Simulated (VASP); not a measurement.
# MgO (Fm-3m) in VASP: further runs

Runs on MgO. Level: PBEsol. Tasks: elastic constants.

Everything below comes from runs of VASP 6.6.1. Logs are shortened: lines on timing, memory, paths and dates and some standing lists are left out, and cuts for length are marked.

### 1 The cell of the first run

Symmetry: Fm-3m, No. 225, cubic system. The conventional cell has a = 4.206 Å, b = 4.206 Å, c = 4.206 Å, α = 90.00°, β = 90.00°, γ = 90.00°. Within 2.8 Å of Mg (site symmetry m-3m) lie 6 O at 2.10 Å. Within 2.8 Å of O (site symmetry m-3m) lie 6 Mg at 2.10 Å.

### 2 Elastic constants, PBEsol

Contents of INCAR:

```
SYSTEM = MgO
  ALGO = Normal
  EDIFF = 1E-8
  ENCUT = 600
  GGA = PS
  IBRION = 6
  ISIF = 3
  ISMEAR = 0
  LASPH = .True.
  LCHARG = .False.
  LREAL = .False.
  LWAVE = .False.
  NELM = 100
  NFREE = 2
  NSW = 1
  POTIM = 0.015
  PREC = Accurate
  SIGMA = 0.01
```

Contents of KPOINTS:

```
k-points
0
Gamma
  10 10 10
  0 0 0
```

Contents of POSCAR:

```
MgO
1.0
    0.0000000000      2.1028344119      2.1028344119
    2.1028344119      0.0000000000      2.1028344119
    2.1028344119      2.1028344119      0.0000000000
Mg O
1 1
Direct
    0.0000000000      0.0000000000      0.0000000000
    0.5000000000      0.5000000000      0.5000000000
```

Potentials or basis: VASP PAW PBE potentials, release 64 (Mg, O).

Started as:

```
$ cat potpaw_PBE.64/Mg/POTCAR potpaw_PBE.64/O/POTCAR > POTCAR
$ mpirun -np 1 vasp_std > vasp.out
```

OUTCAR:

```text
SYSTEM = MgO
   EDIFF = 1E-8
   ENCUT = 600
   GGA = PS
   IBRION = 6
   ISIF = 3
   ISMEAR = 0
   LASPH = .True.
   LREAL = .False.
   NELM = 100
   NFREE = 2
   NSW = 1
   POTIM = 0.015
   PREC = Accurate

 ion  position               nearest neighbor table
   1  0.000  0.000  0.000-   2 2.10   2 2.10   2 2.10   2 2.10   2 2.10   2 2.10
   2  0.500  0.500  0.500-   1 2.10   1 2.10   1 2.10   1 2.10   1 2.10   1 2.10

  LATTYP: Found a face centered cubic cell.
 ALAT       =     4.2056688238

  Lattice vectors:

 A1 = (   0.0000000000,   2.1028344119,   2.1028344119)
 A2 = (   2.1028344119,   0.0000000000,   2.1028344119)
 A3 = (   2.1028344119,   2.1028344119,   0.0000000000)

Analysis of symmetry for initial positions (statically):
=====================================================================
 Subroutine PRICEL returns:
 Original cell was already a primitive cell.

 Routine SETGRP: Setting up the symmetry group for a
 face centered cubic supercell.

 Subroutine GETGRP returns: Found 48 space group operations
 (whereof 48 operations were pure point group operations)
 out of a pool of 48 trial point group operations.

The static configuration has the point symmetry O_h .

Analysis of symmetry for dynamics (positions and initial velocities):
=====================================================================
 Subroutine PRICEL returns:
 Original cell was already a primitive cell.

 Routine SETGRP: Setting up the symmetry group for a
 face centered cubic supercell.

 Subroutine GETGRP returns: Found 48 space group operations
 (whereof 48 operations were pure point group operations)
 out of a pool of 48 trial point group operations.

The dynamic configuration has the point symmetry O_h .

 Subroutine INISYM returns: Found 48 space group operations
 (whereof 48 operations are pure point group operations),
 and found     1 'primitive' translations

----------------------------------------------------------------------------------------

                                     Primitive cell

  volume of cell :      18.5971

  direct lattice vectors                    reciprocal lattice vectors
     0.000000000  2.102834412  2.102834412    -0.237774309  0.237774309  0.237774309
     2.102834412  0.000000000  2.102834412     0.237774309 -0.237774309  0.237774309
     2.102834412  2.102834412  0.000000000     0.237774309  0.237774309 -0.237774309

  length of vectors
     2.973856945  2.973856945  2.973856945     0.411837185  0.411837185  0.411837185

  position of ions in fractional coordinates (direct lattice)
     0.000000000  0.000000000  0.000000000
     0.500000000  0.500000000  0.500000000

  ion indices of the primitive-cell ions
   primitive index   ion index
                 1           1
                 2           2

----------------------------------------------------------------------------------------

 KPOINTS: k-points

Automatic generation of k-mesh.
 Grid dimensions read from file:
 generate k-points for:   10   10   10

 Generating k-lattice:

[... 101 lines left out ...]

 number of electron       8.0000004 magnetization

 Free energy of the ion-electron system (eV)
  ---------------------------------------------------
  ext. energy  EPLUGINS =         0.00000000
  ---------------------------------------------------
  free energy    TOTEN  =       -12.51527403 eV

  energy without entropy =      -12.51527403  energy(sigma->0) =      -12.51527403

------------------------ aborting loop because EDIFF is reached ----------------------------------------

  FORCE on cell =-STRESS in cart. coord.  units (eV):
  Direction    XX          YY          ZZ          XY          YZ          ZX
  --------------------------------------------------------------------------------------
  -------------------------------------------------------------------------------------
  Total        0.0298361      0.0298361      0.0298361     -0.0000000      0.0000000     -0.0000000
  in kB        2.5704362      2.5704362      2.5704362     -0.0000000      0.0000000     -0.0000000
  external PRESSURE =       2.5704362 kB  Pullay stress =       0.0000000 kB
[... 89 lines left out ...]
  FREE ENERGIE OF THE ION-ELECTRON SYSTEM (eV)
  ---------------------------------------------------
  free  energy   TOTEN  =       -12.5106317994 eV

  energy  without entropy=      -12.5106317994  energy(sigma->0) =      -12.51063180

[... ionic steps 4 to 14 ...]

--------------------------------------- Ionic step       15  -------------------------------------------

 number of electron       8.0000004 magnetization

------------------------ aborting loop because EDIFF is reached ----------------------------------------
[... 67 lines left out ...]
--------------------------------------- Ionic step       17  -------------------------------------------

 number of electron       8.0000002 magnetization

 Free energy of the ion-electron system (eV)
  ---------------------------------------------------
  ext. energy  EPLUGINS =         0.00000000
  ---------------------------------------------------
  free energy    TOTEN  =       -12.51464642 eV

  energy without entropy =      -12.51464642  energy(sigma->0) =      -12.51464642

 E-fermi :   3.1790     XC(G=0): -11.3319

 val. band max:        3.0994246918   @ k =   0.0000   0.0000   0.0000
 cond. band min:       7.7792025475   @ k =   0.0000   0.0000   0.0000
 fundamental gap:      4.6797778557
 Fermi energy:         3.1789526377

 k-point     1 :       0.0000    0.0000    0.0000
  band No.  band energies     occupation
      1     -14.1292      2.00000
      2       3.0991      2.00000
      3       3.0994      2.00000
      4       3.0994      2.00000
      5       7.7792      0.00000
      6      18.7596      0.00000
      7      18.7601      0.00000
      8      18.7601      0.00000
[... 243 lines left out ...]
 k-point    24 :       0.4000    0.3000    0.0000
  band No.  band energies     occupation
      1     -12.8531      2.00000
      2      -0.5424      2.00000
      3       1.7697      2.00000
      4       1.9946      2.00000
      5      12.6070      0.00000
      6      13.1257      0.00000
      7      16.6273      0.00000
      8      21.2050      0.00000

 [... further k-points ...]
[... 5 lines left out ...]
  --------------------------------------------------------------------------------------
  -------------------------------------------------------------------------------------
  Total        0.0388710      0.0293690      0.0293690     -0.0000000      0.0000000      0.0000000
  in kB        3.3488144      2.5302006      2.5302006     -0.0000000      0.0000000      0.0000000
  external PRESSURE =       2.8030719 kB  Pullay stress =       0.0000000 kB
[... 17 lines left out ...]
  FREE ENERGIE OF THE ION-ELECTRON SYSTEM (eV)
  ---------------------------------------------------
  free  energy   TOTEN  =       -12.5146464227 eV

  energy  without entropy=      -12.5146464227  energy(sigma->0) =      -12.51464642

 INTERNAL STRAIN TENSORS FROM STRAINED CELLS
 ============================================

 INTERNAL STRAIN TENSOR FOR ION    1 for displacements in x,y,z  (eV/Angst):
          X           Y           Z          XY          YZ          ZX
  --------------------------------------------------------------------------------
  x    -0.00000    -0.00000     0.00000    -0.00000     0.00000    -0.00000
  y    -0.00000     0.00000     0.00000     0.00000    -0.00000    -0.00000
  z     0.00000     0.00000     0.00000     0.00000     0.00000     0.00000

 INTERNAL STRAIN TENSORS FROM DISPLACED ATOMS
 ============================================

 INTERNAL STRAIN TENSOR FOR ION    1 for displacements in x,y,z  (eV/Angst):
          X           Y           Z          XY          YZ          ZX
  --------------------------------------------------------------------------------
  x     0.00000     0.00000     0.00000     0.00000     0.00000     0.00000
  y     0.00000     0.00000     0.00000     0.00000     0.00000     0.00000
  z     0.00000     0.00000     0.00000     0.00000     0.00000     0.00000

 INTERNAL STRAIN TENSOR FOR ION    2 for displacements in x,y,z  (eV/Angst):
          X           Y           Z          XY          YZ          ZX
  --------------------------------------------------------------------------------
  x     0.00000     0.00000     0.00000     0.00000     0.00000     0.00000
  y     0.00000     0.00000     0.00000     0.00000     0.00000     0.00000
  z     0.00000     0.00000     0.00000     0.00000     0.00000     0.00000

 Eigenvectors and eigenvalues of the dynamical matrix
 ----------------------------------------------------

   1 f  =   11.866640 THz    74.560297 2PiTHz  395.828498 cm-1    49.076457 meV
             X         Y         Z           dx          dy          dz
      0.000000  0.000000  0.000000     0.629808    0.000000   -0.000000
      2.102834  2.102834  2.102834    -0.776751    0.000000   -0.000000
[... 21 lines left out ...]
   6 f/i=    0.003815 THz     0.023967 2PiTHz    0.127238 cm-1     0.015776 meV
             X         Y         Z           dx          dy          dz
      0.000000  0.000000  0.000000     0.269881   -0.534111    0.495208
      2.102834  2.102834  2.102834     0.218826   -0.433070    0.401527

--------------------------------------------------------------------------------------------------------

 ELASTIC MODULI CONTR FROM IONIC RELAXATION (kBar)
 Direction    XX          YY          ZZ          XY          YZ          ZX
 --------------------------------------------------------------------------------
 XX           0.0000      0.0000      0.0000      0.0000      0.0000      0.0000
 YY           0.0000      0.0000      0.0000      0.0000      0.0000      0.0000
 ZZ           0.0000      0.0000      0.0000      0.0000      0.0000      0.0000
 XY           0.0000      0.0000      0.0000      0.0000      0.0000      0.0000
 YZ           0.0000      0.0000      0.0000      0.0000      0.0000      0.0000
 ZX           0.0000      0.0000      0.0000      0.0000      0.0000      0.0000
 --------------------------------------------------------------------------------

 TOTAL ELASTIC MODULI (kBar)
 Direction    XX          YY          ZZ          XY          YZ          ZX
 --------------------------------------------------------------------------------
 XX        3024.5502    910.6475    910.6475     -0.0000      0.0000      0.0000
 YY         910.6475   3024.5502    910.6475      0.0000      0.0000      0.0000
 ZZ         910.6475    910.6475   3024.5502     -0.0000     -0.0000     -0.0000
 XY          -0.0000      0.0000     -0.0000   1463.0893      0.0000      0.0000
 YZ           0.0000      0.0000     -0.0000      0.0000   1463.0893      0.0000
 ZX           0.0000      0.0000     -0.0000      0.0000      0.0000   1463.0893
 --------------------------------------------------------------------------------
```

Wall time 3.9 min (1 thread of AMD EPYC 9R45 (Zen 5), shared host); peak memory 0.2 GiB.

Results:

```yaml
Elastic_constants_C11_C12_C44: 302, 91, 146 GPa
Voigt_bulk_modulus: 162 GPa
Highest_phonon_frequency_at_Γ_LO-TO_splitting_left_out: 396 cm⁻¹
```

Phonon frequencies in cm⁻¹ (negative: imaginary):
```
              q point        frequencies
(0.000, 0.000, 0.000)  0 0 0 396 396 396
```

Elastic tensor in Voigt notation (GPa, in the Cartesian axes of the cell as first typed):
```
302  91  91   0   0   0
 91 302  91   0   0   0
 91  91 302   0   0   0
  0   0   0 146   0   0
  0   0   0   0 146   0
  0   0   0   0   0 146
```

Clamped-ion elastic tensor (GPa):
```
302  91  91   0   0   0
 91 302  91   0   0   0
 91  91 302   0   0   0
  0   0   0 146   0   0
  0   0   0   0 146   0
  0   0   0   0   0 146
```

Caveat: the PAW data sets were made with another functional, which shifts forces and pressure a little.

### 3 Elastic constants, PBEsol

This run uses another cell than the first one, of 9.36 Å³/atom, 1.006 times its volume.

Contents of INCAR:

```
PREC = Accurate
ENCUT = 600
EDIFF = 1E-8
ISMEAR = 0
SIGMA = 0.01
LREAL = False
LASPH = True
NELM = 80
ALGO = Normal
ISIF = 3
LWAVE = False
LCHARG = False
GGA = PS
NBANDS = 11
IBRION = 6
NFREE = 2
POTIM = 0.015
NSW = 1
```

Contents of KPOINTS:

```
Automatic mesh
0
Gamma
  10 10 10
```

Contents of POSCAR:

```
MgO
1.0
    0.0000000000      2.1071396364      2.1071396364
    2.1071396364      0.0000000000      2.1071396364
    2.1071396364      2.1071396364      0.0000000000
Mg O
1 1
Direct
    0.0000000000      0.0000000000      0.0000000000
    0.5000000000      0.5000000000      0.5000000000
```

Potentials or basis: VASP PAW PBE potentials, release 64 (Mg, O).

Started as:

```
$ cat potpaw_PBE.64/Mg/POTCAR potpaw_PBE.64/O/POTCAR > POTCAR
$ mpirun -np 1 vasp_std > vasp.out
```

It took 5.7 min on 1 thread of AMD EPYC 9R45 (Zen 5), shared host; peak memory 0.22 GiB.

It converged, with:

- Elastic constants C11, C12, C44: 294, 90, 145 GPa
- Voigt bulk modulus: 158 GPa
- Highest phonon frequency at Γ, LO-TO splitting left out: 390 cm⁻¹

Phonon frequencies in cm⁻¹ (negative: imaginary):
```tsv
q point	frequencies
(0.000, 0.000, 0.000)	0 0 0 390 390 390
```

Elastic tensor in Voigt notation (GPa, in the Cartesian axes of the cell as first typed):
```
294  90  90   0   0   0
 90 294  90   0   0   0
 90  90 294   0   0   0
  0   0   0 145   0   0
  0   0   0   0 145   0
  0   0   0   0   0 145
```

Clamped-ion elastic tensor (GPa):
```
294  90  90   0   0   0
 90 294  90   0   0   0
 90  90 294   0   0   0
  0   0   0 145   0   0
  0   0   0   0 145   0
  0   0   0   0   0 145
```

Caveat: the PAW data sets were made with another functional, which shifts forces and pressure a little.
